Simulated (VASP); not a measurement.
# Ir (Fm-3m) in VASP: further runs

Aim: see how the results for Ir move with the level of theory and the settings. Levels: LDA, PBE, PBEsol, revPBE, r2SCAN. Tasks: single point.

Program: VASP 6.6.1. These are calculated values, not measurements. Logs are shortened: lines on timing, memory, paths and dates and some standing lists are left out, and cuts for length are marked.

## Step 1: The cell of the first run

It takes space group Fm-3m (No. 225, cubic). Conventional cell: a = 3.831 Å, b = 3.831 Å, c = 3.831 Å, α = 90.00°, β = 90.00°, γ = 90.00°. Within 3.6 Å of Ir (site symmetry m-3m) lie 12 Ir at 2.71 Å.

## Step 2: Single point, LDA

File INCAR:

```
  PREC = Accurate
  ENCUT = 500
  EDIFF = 1E-6
  ISMEAR = -1
  SIGMA = 0.05
  LREAL = F
  LASPH = T
  NELM = 120
  ALGO = Normal
  ISIF = 2
  LWAVE = F
  LCHARG = T
  GGA = CA
  LELF = T
  LVHAR = T
  NBANDS = 10
  GGA_COMPAT = F
```

File KPOINTS:

```
Automatic mesh
0
Gamma
  13 13 13
```

File POSCAR:

```
Ir
1.0
    0.0000000000      1.9156000000      1.9156000000
    1.9156000000      0.0000000000      1.9156000000
    1.9156000000      1.9156000000      0.0000000000
Ir
1
Direct
    0.0000000000      0.0000000000      0.0000000000
```

Potentials or basis: VASP PAW LDA potentials, release 64 (Ir).

On the command line:

```sh
cat potpaw_LDA.64/Ir/POTCAR > POTCAR
mpirun -np 1 vasp_std > vasp.out
```

OUTCAR:

```text
PREC = Accurate
   ENCUT = 500
   EDIFF = 1E-6
   ISMEAR = -1
   LREAL = F
   LASPH = T
   NELM = 120
   ISIF = 2
   GGA = CA

 ion  position               nearest neighbor table
   1  0.000  0.000  0.000-

  LATTYP: Found a face centered cubic cell.
 ALAT       =     3.8312000000

  Lattice vectors:

 A1 = (   0.0000000000,   1.9156000000,   1.9156000000)
 A2 = (   1.9156000000,   0.0000000000,   1.9156000000)
 A3 = (   1.9156000000,   1.9156000000,   0.0000000000)

Analysis of symmetry for initial positions (statically):
=====================================================================
 Subroutine PRICEL returns:
 Original cell was already a primitive cell.

 Routine SETGRP: Setting up the symmetry group for a
 face centered cubic supercell.

 Subroutine GETGRP returns: Found 48 space group operations
 (whereof 48 operations were pure point group operations)
 out of a pool of 48 trial point group operations.

The static configuration has the point symmetry O_h .

Analysis of symmetry for dynamics (positions and initial velocities):
=====================================================================
 Subroutine PRICEL returns:
 Original cell was already a primitive cell.

 Routine SETGRP: Setting up the symmetry group for a
 face centered cubic supercell.

 Subroutine GETGRP returns: Found 48 space group operations
 (whereof 48 operations were pure point group operations)
 out of a pool of 48 trial point group operations.

The dynamic configuration has the point symmetry O_h .

 Subroutine INISYM returns: Found 48 space group operations
 (whereof 48 operations are pure point group operations),
 and found     1 'primitive' translations

----------------------------------------------------------------------------------------

                                     Primitive cell

  volume of cell :      14.0587

  direct lattice vectors                    reciprocal lattice vectors
     0.000000000  1.915600000  1.915600000    -0.261014826  0.261014826  0.261014826
     1.915600000  0.000000000  1.915600000     0.261014826 -0.261014826  0.261014826
     1.915600000  1.915600000  0.000000000     0.261014826  0.261014826 -0.261014826

  length of vectors
     2.709067500  2.709067500  2.709067500     0.452090940  0.452090940  0.452090940

  position of ions in fractional coordinates (direct lattice)
     0.000000000  0.000000000  0.000000000

  ion indices of the primitive-cell ions
   primitive index   ion index
                 1           1

----------------------------------------------------------------------------------------

 KPOINTS: Automatic mesh

Automatic generation of k-mesh.
 Grid dimensions read from file:
 generate k-points for:   13   13   13

 Generating k-lattice:

  Cartesian coordinates                     Fractional coordinates (reciprocal lattice)
    -0.020078064  0.020078064  0.020078064     0.076923077  0.000000000  0.000000000
     0.020078064 -0.020078064  0.020078064     0.000000000  0.076923077  0.000000000
     0.020078064  0.020078064 -0.020078064     0.000000000  0.000000000  0.076923077

  Length of vectors
     0.034776226  0.034776226  0.034776226

  Shift w.r.t. Gamma in fractional coordinates (k-lattice)
     0.000000000  0.000000000  0.000000000

 Subroutine IBZKPT returns following result:
 ===========================================

 Found     84 irreducible k-points:

 Following reciprocal coordinates:
            Coordinates               Weight
  0.000000  0.000000  0.000000      1.000000
  0.076923  0.000000  0.000000      8.000000
  0.153846  0.000000  0.000000      8.000000
  0.230769  0.000000  0.000000      8.000000
  0.307692  0.000000  0.000000      8.000000
  0.384615  0.000000  0.000000      8.000000
[... 16 lines left out ...]
  0.384615  0.153846  0.000000     24.000000
  0.461538  0.153846  0.000000     24.000000
 [... further k-points ...]
   k-points           NKPTS =     84   k-points in BZ     NKDIM =     84   number of bands    NBANDS=     10
   number of dos      NEDOS =    301   number of ions     NIONS =      1
   total plane-waves  NPLWV =   8000
   dimension x,y,z NGX =    20 NGY =   20 NGZ =   20
   dimension x,y,z NGXF=    40 NGYF=   40 NGZF=   40
   ions per type =               1
   NGX,Y,Z   is equivalent  to a cutoff of  12.27, 12.27, 12.27 a.u.
   NGXF,Y,Z  is equivalent  to a cutoff of  24.55, 24.55, 24.55 a.u.
 SYSTEM =  unknown system
   PREC   = accura    normal or accurate (medium, high low for compatibility)
   ISTART =      0    job   : 0-new  1-cont  2-samecut
   ICHARG =      2    charge: 1-file 2-atom 10-const
   ISPIN  =      1    spin polarized calculation?
   LNONCOLLINEAR =      F non collinear calculations
   LSORBIT =      F    spin-orbit coupling
   LASPH  =      T    aspherical Exc in radial PAW
   ENCUT  =  500.0 eV  36.75 Ry    6.06 a.u.   4.94  4.94  4.94*2*pi/ulx,y,z
   NELM   =    120;   NELMIN=  2; NELMDL= -5     # of ELM steps
   EDIFF  = 0.1E-05   stopping-criterion for ELM
   LREAL  =      F    real-space projection
   EDIFFG = 0.1E-04   stopping-criterion for IOM
   NSW    =      0    number of steps for IOM
   IBRION =     -1    ionic relax: 0-MD 1-quasi-New 2-CG
   NFREE  =      0    steps in history (QN), initial steepest desc. (CG)
   ISIF   =      2    stress and relaxation
   ISYM   =      2    0-nonsym 1-usesym 2-fastsym
   POTIM  = 0.5000    time-step for ionic-motion
   TEBEG  =    0.0;   TEEND  =   0.0 temperature during run
   PSTRESS=    0.0 pullay stress
   NELECT =       9.0000    total number of electrons
   NUPDOWN=      -1.0000    fix difference up-down
   EMIN   =  10.00;   EMAX   =-10.00  energy-range for DOS
   EFERMI =   0.00;   METHOD = LEGACY
   ISMEAR =    -1;   SIGMA  =   0.05  broadening in eV -4-tet -1-fermi 0-gaus
   EFERMI_NEDOS =   21; number of points for ismear=-14 and -15
   IALGO  =     38    algorithm
   IMIX   =      4    mixing-type and parameters
     AMIX     =   0.40;   BMIX     =  1.00
     AMIX_MAG =   1.60;   BMIX_MAG =  1.00
  volume/ion in A,a.u.               =      14.06        94.87
  Fermi-wavevector in a.u.,A,eV,Ry     =   1.410937  2.666284 27.085691  1.990742
  Thomas-Fermi vector in A             =   2.532839
   LORBIT       =      0    0 simple, 1 ext, 2 COOP (PROOUT), +10 PAW based schemes
   GGA     = CA    functional components
   LHFCALC =     F    Hartree Fock is set to
   AEXX    =    0.0000 exact exchange contribution
   IVDW    =     0    specifies the selected vdW correction
   LEPSILON=     F    determine dielectric tensor
   LRPA    =     F    only Hartree local field effects (RPA)
 non-spin polarized calculation
  energy-cutoff  :      500.00
  volume of cell :       14.06
 maximum number of plane-waves:       366
   NGX =  9   NGY =  9   NGZ =  9

 number of electron       9.0000000 magnetization

 Free energy of the ion-electron system (eV)
  ---------------------------------------------------
  ext. energy  EPLUGINS =         0.00000000
  ---------------------------------------------------
  free energy    TOTEN  =       -10.32004796 eV

  energy without entropy =      -10.31034745  energy(sigma->0) =      -10.31519770

 E-fermi :  10.4347     XC(G=0): -14.1751

 val. band max:       10.4176098264   @ k =  -0.4615   0.4615   0.0000
 cond. band min:      10.4718837341   @ k =   0.4615   0.1538   0.0769
 fundamental gap:      0.0542739077
 Fermi energy:        10.4346923169

 k-point     1 :       0.0000    0.0000    0.0000
  band No.  band energies     occupation
      1      -0.7530      2.00000
      2       6.4680      2.00000
      3       6.4680      2.00000
      4       6.4680      2.00000
      5       9.2263      2.00000
      6       9.2263      2.00000
      7      24.7496      0.00000
      8      30.3295      0.00000
      9      30.3295      0.00000
     10      30.3295      0.00000

 k-point     2 :       0.0769    0.0000    0.0000
  band No.  band energies     occupation
      1      -0.4891      2.00000
      2       6.3304      2.00000
      3       6.5814      2.00000
      4       6.5814      2.00000
      5       9.1545      2.00000
      6       9.1545      2.00000
      7      25.2046      0.00000
      8      29.0712      0.00000
      9      30.7671      0.00000
     10      30.7671      0.00000

 k-point     3 :       0.1538    0.0000    0.0000
  band No.  band energies     occupation
      1       0.2457      2.00000
      2       6.0342      2.00000
      3       6.8316      2.00000
      4       6.8316      2.00000
      5       9.0597      2.00000
      6       9.0597      2.00000
      7      26.2871      0.00000
      8      27.0140      0.00000
      9      32.0030      0.00000
     10      32.0030      0.00000

 k-point     4 :       0.2308    0.0000    0.0000
  band No.  band energies     occupation
      1       1.2290      2.00000
      2       5.9142      2.00000
      3       6.9446      2.00000
      4       6.9446      2.00000
      5       9.2706      2.00000
      6       9.2706      2.00000
      7      24.7803      0.00000
      8      27.2966      0.00000
      9      33.7730      0.00000
     10      33.7730      0.00000
[... 222 lines left out ...]
 k-point    22 :       0.3077    0.1538    0.0000
  band No.  band energies     occupation
      1       2.3103      2.00000
      2       5.0329      2.00000
      3       6.7153      2.00000
      4       7.6981      2.00000
      5       9.3073      2.00000
      6      10.3762      1.52620
      7      24.9040      0.00000
      8      28.2562      0.00000
      9      30.0598      0.00000
     10      31.3815      0.00000

 k-point    23 :       0.3846    0.1538    0.0000
  band No.  band energies     occupation
      1       2.8804      2.00000
      2       5.5237      2.00000
      3       6.2759      2.00000
      4       7.5246      2.00000
      5      10.8145      0.00100
      6      11.0204      0.00002
      7      22.0499      0.00000
      8      26.9764      0.00000
      9      29.3502      0.00000
     10      31.4995      0.00000

 k-point    24 :       0.4615    0.1538    0.0000
  band No.  band energies     occupation
      1       3.0043      2.00000
      2       5.7504      2.00000
      3       6.8048      2.00000
      4       7.2888      2.00000
      5      11.4104      0.00000
      6      12.6107      0.00000
      7      19.1436      0.00000
      8      26.0708      0.00000
      9      28.9106      0.00000
     10      30.1952      0.00000

 [... further k-points ...]

------------------------ aborting loop because EDIFF is reached ----------------------------------------

  FORCE on cell =-STRESS in cart. coord.  units (eV):
  Direction    XX          YY          ZZ          XY          YZ          ZX
  --------------------------------------------------------------------------------------
  -------------------------------------------------------------------------------------
  Total       -0.3060742     -0.3060742     -0.3060742     -0.0000000     -0.0000000      0.0000000
  in kB      -34.8813183    -34.8813183    -34.8813183     -0.0000000     -0.0000000      0.0000000
  external PRESSURE =     -34.8813183 kB  Pullay stress =       0.0000000 kB

 VOLUME and BASIS-vectors are now :
 -----------------------------------------------------------------------------
  energy-cutoff  :      500.00
  volume of cell :       14.06
      direct lattice vectors                 reciprocal lattice vectors
     0.000000000  1.915600000  1.915600000    -0.261014826  0.261014826  0.261014826
     1.915600000  0.000000000  1.915600000     0.261014826 -0.261014826  0.261014826
     1.915600000  1.915600000  0.000000000     0.261014826  0.261014826 -0.261014826

 POSITION                                       TOTAL-FORCE (eV/Angst)
 -----------------------------------------------------------------------------------
      0.00000      0.00000      0.00000         0.000000     -0.000000      0.000000
 -----------------------------------------------------------------------------------
    total drift:                                0.000000      0.000000     -0.000000

  FREE ENERGIE OF THE ION-ELECTRON SYSTEM (eV)
  ---------------------------------------------------
  free  energy   TOTEN  =       -10.3200479552 eV

  energy  without entropy=      -10.3103474509  energy(sigma->0) =      -10.31519770
```

It took 11 s on 1 thread of Intel Xeon 8259CL, shared host; peak memory 0.13 GiB.

Results:

```
Free energy : -10.3200 eV
Pressure    : -3.5 GPa
```

Caveat: spin-orbit coupling is left out, which moves the levels of the heavy elements.

## Step 3: Single point, PBE

File INCAR:

```
SYSTEM = Ir
ALGO = Normal
EDIFF = 1E-6
ENCUT = 500
GGA = PE
GGA_COMPAT = .FALSE.
ISIF = 2
ISMEAR = -1
LASPH = .TRUE.
LCHARG = .TRUE.
LELF = .TRUE.
LREAL = .FALSE.
LVHAR = .TRUE.
LWAVE = .FALSE.
NBANDS = 10
NELM = 120
PREC = Accurate
SIGMA = 0.05
```

File KPOINTS:

```
k-points
0
G
  13 13 13
  0 0 0
```

POSCAR is that of step 2.

Potentials or basis: VASP PAW PBE potentials, release 64 (Ir).

On the command line:

```sh
cat potpaw_PBE.64/Ir/POTCAR > POTCAR
mpirun -np 1 vasp_std > vasp.out
```

Wall time 14 s (1 thread of Intel Xeon 8259CL, shared host); peak memory 0.13 GiB.

Results (log left out):

```
Free energy : -8.8293 eV
Pressure    : 12.5 GPa
```

Levels at points of the mesh, in eV from the Fermi level:
```csv
k point,band 1,band 2,band 3,band 4,band 5,band 6,band 7,band 8
"(0.00, 0.00, 0.00)",-11.20,-3.94,-3.94,-3.94,-1.22,-1.22,14.29,19.92
```

Caveat: spin-orbit coupling is left out, which moves the levels of the heavy elements.

## Step 4: Single point, PBEsol

File INCAR:

```
SYSTEM = Ir
ALGO = Normal
EDIFF = 1E-6
ENCUT = 500
GGA = PS
GGA_COMPAT = .False.
ISIF = 2
ISMEAR = -1
LASPH = .True.
LCHARG = .False.
LREAL = .False.
LWAVE = .False.
NBANDS = 10
NELM = 120
PREC = Accurate
SIGMA = 0.05
```

File KPOINTS:

```
k-points
0
Gamma
  13 13 13
  0 0 0
```

POSCAR is that of step 3.

On the command line:

```sh
cat potpaw_PBE.64/Ir/POTCAR > POTCAR
mpirun -np 1 vasp_std > vasp.out
```

It took 14 s on 1 thread of Intel Xeon 8259CL, shared host; peak memory 0.14 GiB.

It converged, with:

* Free energy: -9.8156 eV
* Pressure: 1.0 GPa

Levels at points of the mesh, in eV from the Fermi level:
| k point | band 2 | band 3 | band 4 | band 5 | band 6 | band 7 |
| --- | --- | --- | --- | --- | --- | --- |
| (0.00, 0.00, 0.00) | -3.96 | -3.96 | -3.96 | -1.21 | -1.21 | 14.29 |

Caveat: the PAW data sets were made with another functional, which shifts forces and pressure a little; spin-orbit coupling is left out, which moves the levels of the heavy elements.

[end of part 1 of 2]
